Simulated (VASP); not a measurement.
# Cr2O3 (R-3c) in VASP: single point with PBE

Aim: the single point of Cr2O3 with PBE.

Program: VASP 6.6.1. These are calculated values, not measurements. Logs are shortened: lines on timing, memory, paths and dates and some standing lists are left out, and cuts for length are marked.

## 1. The cell of the first run

Symmetry: R-3c, No. 167, trigonal system. Conventional cell: a = 4.951 Å, b = 4.951 Å, c = 13.566 Å, α = 90.00°, β = 90.00°, γ = 120.00°. Cr (site symmetry 3) has 6 O at 1.96 to 2.01 Å and 1 Cr at 2.65 Å within 2.7 Å. Within 3.0 Å of O (site symmetry 2) lie 4 Cr at 1.96 to 2.01 Å and 12 O at 2.62 to 2.99 Å.

## 2. Single point, PBE, collinear spin, ferromagnetic start

File INCAR:

```
SYSTEM = Cr2O3
PREC = Accurate
ENCUT = 520
EDIFF = 1E-6
ISMEAR = 0
SIGMA = 0.03
LREAL = .False.
LASPH = .True.
NELM = 150
ALGO = Normal
ISIF = 2
LWAVE = .False.
LCHARG = .True.
ISPIN = 2
MAGMOM = 3 3 3 3 0 0 0 0 0 0
LORBIT = 11
LMAXMIX = 4
GGA = PE
LELF = .True.
LVHAR = .True.
NBANDS = 57
```

File KPOINTS:

```
regular mesh
0
Gamma
  4 4 4
  0 0 0
```

File POSCAR:

```
Cr2O3
1.0
    2.4754996200      1.4292303700      4.5218700000
   -2.4754996200      1.4292303700      4.5218700000
    0.0000000000     -2.8584607400      4.5218700000
Cr O
4 6
Direct
    0.3476600000      0.3476600000      0.3476600000
    0.1523400000      0.1523400000      0.1523400000
    0.6523400000      0.6523400000      0.6523400000
    0.8476600000      0.8476600000      0.8476600000
    0.5551000000      0.9449000000      0.2500000000
    0.2500000000      0.5551000000      0.9449000000
    0.9449000000      0.2500000000      0.5551000000
    0.4449000000      0.0551000000      0.7500000000
    0.7500000000      0.4449000000      0.0551000000
    0.0551000000      0.7500000000      0.4449000000
```

Potentials or basis: VASP PAW PBE potentials, release 64 (Cr_pv, O).

Command:

```console
$ cat potpaw_PBE.64/Cr_pv/POTCAR potpaw_PBE.64/O/POTCAR > POTCAR
$ mpirun -np 1 vasp_std > vasp.out
```

OUTCAR:

```text
SYSTEM = Cr2O3
   PREC = Accurate
   ENCUT = 520
   EDIFF = 1E-6
   ISMEAR = 0
   LREAL = .False.
   LASPH = .True.
   NELM = 150
   ISIF = 2
   ISPIN = 2
   LORBIT = 11
   GGA = PE

 ion  position               nearest neighbor table
   1  0.348  0.348  0.348-   9 1.96   8 1.96  10 1.96   7 2.01   6 2.01   5 2.01   2 2.65   3 2.88
                             3 2.88   3 2.88
   2  0.152  0.152  0.152-  10 1.96   8 1.96   9 1.96   7 2.01   6 2.01   5 2.01   1 2.65   4 2.88
                             4 2.88   4 2.88
   3  0.652  0.652  0.652-   6 1.96   5 1.96   7 1.96   9 2.01  10 2.01   8 2.01   4 2.65   1 2.88
                             1 2.88   1 2.88
   4  0.848  0.848  0.848-   7 1.96   5 1.96   6 1.96   9 2.01  10 2.01   8 2.01   3 2.65   2 2.88
                             2 2.88   2 2.88
   5  0.555  0.945  0.250-   3 1.96   4 1.96   1 2.01   2 2.01
   6  0.250  0.555  0.945-   3 1.96   4 1.96   1 2.01   2 2.01
   7  0.945  0.250  0.555-   4 1.96   3 1.96   1 2.01   2 2.01
   8  0.445  0.055  0.750-   1 1.96   2 1.96   3 2.01   4 2.01
   9  0.750  0.445  0.055-   1 1.96   2 1.96   3 2.01   4 2.01
  10  0.055  0.750  0.445-   2 1.96   1 1.96   3 2.01   4 2.01

  LATTYP: Found a trigonal (rhomboedric) cell.
 ALAT       =     5.3495893409
 COS(alpha) =     0.5717327811

  Lattice vectors:

 A1 = (   2.4754996200,   1.4292303700,   4.5218700000)
 A2 = (  -2.4754996200,   1.4292303700,   4.5218700000)
 A3 = (   0.0000000000,  -2.8584607400,   4.5218700000)

Analysis of symmetry for initial positions (statically):
=====================================================================
 Subroutine PRICEL returns:
 Original cell was already a primitive cell.

 Routine SETGRP: Setting up the symmetry group for a
 trigonal (rhombohedral) supercell.

 Subroutine GETGRP returns: Found 12 space group operations
 (whereof  6 operations were pure point group operations)
 out of a pool of 12 trial point group operations.

The static configuration has the point symmetry S_6 .
 The point group associated with its full space group is D_3d.

Analysis of symmetry for dynamics (positions and initial velocities):
=====================================================================
 Subroutine PRICEL returns:
 Original cell was already a primitive cell.

 Routine SETGRP: Setting up the symmetry group for a
 trigonal (rhombohedral) supercell.

 Subroutine GETGRP returns: Found 12 space group operations
 (whereof  6 operations were pure point group operations)
 out of a pool of 12 trial point group operations.

The dynamic configuration has the point symmetry S_6 .
 The point group associated with its full space group is D_3d.

Analysis of structural, dynamic, and magnetic symmetry:
=====================================================================
 Subroutine PRICEL returns:
 Original cell was already a primitive cell.

 Routine SETGRP: Setting up the symmetry group for a
 trigonal (rhombohedral) supercell.

 Subroutine GETGRP returns: Found 12 space group operations
 (whereof  6 operations were pure point group operations)
 out of a pool of 12 trial point group operations.

The overall configuration has the point symmetry S_6 .
 The point group associated with its full space group is D_3d.

 Subroutine INISYM returns: Found 12 space group operations
 (whereof  6 operations are pure point group operations),
 and found     1 'primitive' translations

----------------------------------------------------------------------------------------

                                     Primitive cell

  volume of cell :      95.9919

  direct lattice vectors                    reciprocal lattice vectors
     2.475499620  1.429230370  4.521870000     0.201979429  0.116612878  0.073715815
    -2.475499620  1.429230370  4.521870000    -0.201979429  0.116612878  0.073715815
     0.000000000 -2.858460740  4.521870000     0.000000000 -0.233225756  0.073715815

  length of vectors
     5.349589341  5.349589341  5.349589339     0.244598190  0.244598190  0.244598190

  position of ions in fractional coordinates (direct lattice)
     0.347660000  0.347660000  0.347660000
     0.152340000  0.152340000  0.152340000
     0.652340000  0.652340000  0.652340000
     0.847660000  0.847660000  0.847660000
[... 72 lines left out ...]
   ICHARG =      2    charge: 1-file 2-atom 10-const
   ISPIN  =      2    spin polarized calculation?
   LNONCOLLINEAR =      F non collinear calculations
   LSORBIT =      F    spin-orbit coupling
   LASPH  =      T    aspherical Exc in radial PAW
   ENCUT  =  520.0 eV  38.22 Ry    6.18 a.u.   9.95  9.95  9.95*2*pi/ulx,y,z
   NELM   =    150;   NELMIN=  2; NELMDL= -5     # of ELM steps
   EDIFF  = 0.1E-05   stopping-criterion for ELM
   LREAL  =      F    real-space projection
   EDIFFG = 0.1E-04   stopping-criterion for IOM
   NSW    =      0    number of steps for IOM
   IBRION =     -1    ionic relax: 0-MD 1-quasi-New 2-CG
   NFREE  =      0    steps in history (QN), initial steepest desc. (CG)
   ISIF   =      2    stress and relaxation
   ISYM   =      2    0-nonsym 1-usesym 2-fastsym
   POTIM  = 0.5000    time-step for ionic-motion
   TEBEG  =    0.0;   TEEND  =   0.0 temperature during run
   PSTRESS=    0.0 pullay stress
   NELECT =      84.0000    total number of electrons
   NUPDOWN=      -1.0000    fix difference up-down
   EMIN   =  10.00;   EMAX   =-10.00  energy-range for DOS
   EFERMI =   0.00;   METHOD = LEGACY
   ISMEAR =     0;   SIGMA  =   0.03  broadening in eV -4-tet -1-fermi 0-gaus
   EFERMI_NEDOS =   21; number of points for ismear=-14 and -15
   IALGO  =     38    algorithm
   IMIX   =      4    mixing-type and parameters
     AMIX     =   0.40;   BMIX     =  1.00
     AMIX_MAG =   1.60;   BMIX_MAG =  1.00
  volume/ion in A,a.u.               =       9.60        64.78
  Fermi-wavevector in a.u.,A,eV,Ry     =   1.565873  2.959070 33.360904  2.451957
  Thomas-Fermi vector in A             =   2.668284
   LORBIT       =     11    0 simple, 1 ext, 2 COOP (PROOUT), +10 PAW based schemes
   GGA     = PE    functional components
   LHFCALC =     F    Hartree Fock is set to
   AEXX    =    0.0000 exact exchange contribution
   IVDW    =     0    specifies the selected vdW correction
   LEPSILON=     F    determine dielectric tensor
   LRPA    =     F    only Hartree local field effects (RPA)
 spin polarized calculation
 Gauss-broadening in eV      SIGMA  =   0.03
  energy-cutoff  :      520.00
  volume of cell :       95.99
 maximum number of plane-waves:      2614
   NGX = 19   NGY = 19   NGZ = 19

 number of electron      83.9999991 magnetization       9.8083723

 number of electron      83.9999995 magnetization      12.0002413

 Free energy of the ion-electron system (eV)
  ---------------------------------------------------
  ext. energy  EPLUGINS =         0.00000000
  ---------------------------------------------------
  free energy    TOTEN  =       -87.16735542 eV

  energy without entropy =      -87.16735542  energy(sigma->0) =      -87.16735542

 E-fermi :   7.6679     XC(G=0): -12.1137

 val. band max:        7.5326686369   @ k =   0.0000   0.0000   0.0000
 cond. band min:       8.1412693697   @ k =  -0.2500   0.2500   0.0000
 fundamental gap:      0.6086007327
 Fermi energy:         7.6679101879

 spin component 1

 k-point     1 :       0.0000    0.0000    0.0000
  band No.  band energies     occupation
      1     -37.3778      1.00000
      2     -37.3273      1.00000
      3     -37.3244      1.00000
      4     -37.3244      1.00000
      5     -37.2957      1.00000
      6     -37.2957      1.00000
[... 730 lines left out ...]
     53       9.9034      0.00000
     54       9.9034      0.00000
 Fermi energy:         7.6679101879

 spin component 2

 k-point     1 :       0.0000    0.0000    0.0000
  band No.  band energies     occupation
      1     -34.4550      1.00000
      2     -34.3889      1.00000
      3     -34.3845      1.00000
      4     -34.3845      1.00000
      5     -34.3468      1.00000
      6     -34.3468      1.00000
[... 730 lines left out ...]
     53      11.4439      0.00000
     54      11.4439      0.00000
 [bands above 54 left out]

------------------------ aborting loop because EDIFF is reached ----------------------------------------

  FORCE on cell =-STRESS in cart. coord.  units (eV):
  Direction    XX          YY          ZZ          XY          YZ          ZX
  --------------------------------------------------------------------------------------
  -------------------------------------------------------------------------------------
  Total        5.5375071      5.5375070      5.6332244      0.0000000     -0.0000000      0.0000000
  in kB       92.4252114     92.4252111     94.0228072      0.0000000     -0.0000000      0.0000000
  external PRESSURE =      92.9577432 kB  Pullay stress =       0.0000000 kB

 VOLUME and BASIS-vectors are now :
 -----------------------------------------------------------------------------
  energy-cutoff  :      520.00
  volume of cell :       95.99
      direct lattice vectors                 reciprocal lattice vectors
     2.475499620  1.429230370  4.521870000     0.201979429  0.116612878  0.073715815
    -2.475499620  1.429230370  4.521870000    -0.201979429  0.116612878  0.073715815
     0.000000000 -2.858460740  4.521870000     0.000000000 -0.233225756  0.073715815

 POSITION                                       TOTAL-FORCE (eV/Angst)
 -----------------------------------------------------------------------------------
      0.00000      0.00000      4.71622        -0.000000      0.000000      0.635753
      0.00000      0.00000      2.06659        -0.000000      0.000000     -0.635753
      0.00000      0.00000      8.84939        -0.000000      0.000000     -0.635753
      0.00000      0.00000     11.49902        -0.000000      0.000000      0.635753
     -0.96495      1.42923      7.91327        -0.074177      0.000000     -0.000000
     -0.75527     -1.55029      7.91327         0.037088     -0.064239     -0.000000
      1.72022      0.12106      7.91327         0.037088      0.064239     -0.000000
      0.96495     -1.42923      5.65234         0.074177      0.000000     -0.000000
      0.75527      1.55029      5.65234        -0.037088      0.064239     -0.000000
     -1.72022     -0.12106      5.65234        -0.037088     -0.064239     -0.000000
 -----------------------------------------------------------------------------------
    total drift:                               -0.000000     -0.000000      0.000000

  FREE ENERGIE OF THE ION-ELECTRON SYSTEM (eV)
  ---------------------------------------------------
  free  energy   TOTEN  =       -87.1673554221 eV

  energy  without entropy=      -87.1673554221  energy(sigma->0) =      -87.16735542

 total charge

# of ion       s       p       d       tot
------------------------------------------
    1        0.298   6.355   4.102  10.756
    2        0.298   6.355   4.102  10.756
    3        0.298   6.355   4.102  10.756
    4        0.298   6.355   4.102  10.756
    5        1.558   3.508   0.000   5.066
    6        1.558   3.508   0.000   5.066
    7        1.558   3.508   0.000   5.066
    8        1.558   3.508   0.000   5.066
    9        1.558   3.508   0.000   5.066
   10        1.558   3.508   0.000   5.066
--------------------------------------------------
tot         10.538  46.469  16.409  73.416

 magnetization (x)

# of ion       s       p       d       tot
------------------------------------------
    1        0.027   0.033   2.806   2.866
    2        0.027   0.033   2.806   2.866
    3        0.027   0.033   2.806   2.866
    4        0.027   0.033   2.806   2.866
    5       -0.001   0.000   0.000  -0.001
    6       -0.001   0.000   0.000  -0.001
    7       -0.001   0.000   0.000  -0.001
    8       -0.001   0.000   0.000  -0.001
    9       -0.001   0.000   0.000  -0.001
   10       -0.001   0.000   0.000  -0.001
--------------------------------------------------
tot          0.099   0.133  11.226  11.457
```

Wall time 88 s (1 thread of Intel Xeon 6975P-C (Granite Rapids), shared host); peak memory 0.33 GiB.

What came out:

```yaml
Free_energy: -87.1674 eV
Pressure: 9.3 GPa
Largest_force: 0.636 eV/Å
Band_gap_on_the_k_mesh: 0.61 eV (least direct gap 0.82 eV)
Net_moment: 12.00 μB per cell
Site_moments: Cr +2.87; O -0.00 μB
Valence_electrons_inside_the_program's_atomic_spheres: Cr 10.76; O 5.07
```

Forces on the atoms (eV/Å):
```
Cr   0.000  0.000  0.636
Cr   0.000  0.000 -0.636
Cr   0.000  0.000 -0.636
Cr   0.000  0.000  0.636
O   -0.074  0.000  0.000
O    0.037 -0.064  0.000
O    0.037  0.064  0.000
O    0.074  0.000  0.000
O   -0.037  0.064  0.000
O   -0.037 -0.064  0.000
```

Stress tensor (GPa, compression positive):
```
9.24 0.00 0.00
0.00 9.24 0.00
0.00 0.00 9.40
```

Levels at points of the mesh, in eV from the valence-band top:
Spin up:
```tsv
k point	band 45	band 46	band 47	band 48	band 49	band 50	band 51	band 52
(0.00, 0.00, 0.00)	-0.43	-0.32	-0.32	0.00	1.25	1.25	1.32	1.32
(0.50, 0.00, 0.00)	-0.67	-0.67	-0.45	-0.45	1.77	1.77	1.94	1.94
(0.50, 0.50, 0.00)	-0.73	-0.42	-0.32	-0.32	1.10	1.32	1.39	1.83
(0.50, 0.50, 0.50)	-0.73	-0.73	-0.73	-0.73	1.83	1.83	1.83	1.83
```
Spin down:
```csv
k point,band 34,band 35,band 36,band 37,band 38,band 39
"(0.00, 0.00, 0.00)",-2.94,-2.94,-2.89,0.82,1.26,1.26
"(0.50, 0.00, 0.00)",-4.06,-3.10,-3.10,0.82,0.82,1.70
"(0.50, 0.50, 0.00)",-3.81,-3.56,-3.12,0.85,0.98,1.22
"(0.50, 0.50, 0.50)",-3.61,-3.61,-3.61,1.75,1.75,1.75
```

Caveat: the cell stands under pressure; semilocal functionals underestimate gaps, and a narrow one can read as zero; the run started ferromagnetic, and an antiferromagnetic order may lie lower in energy.
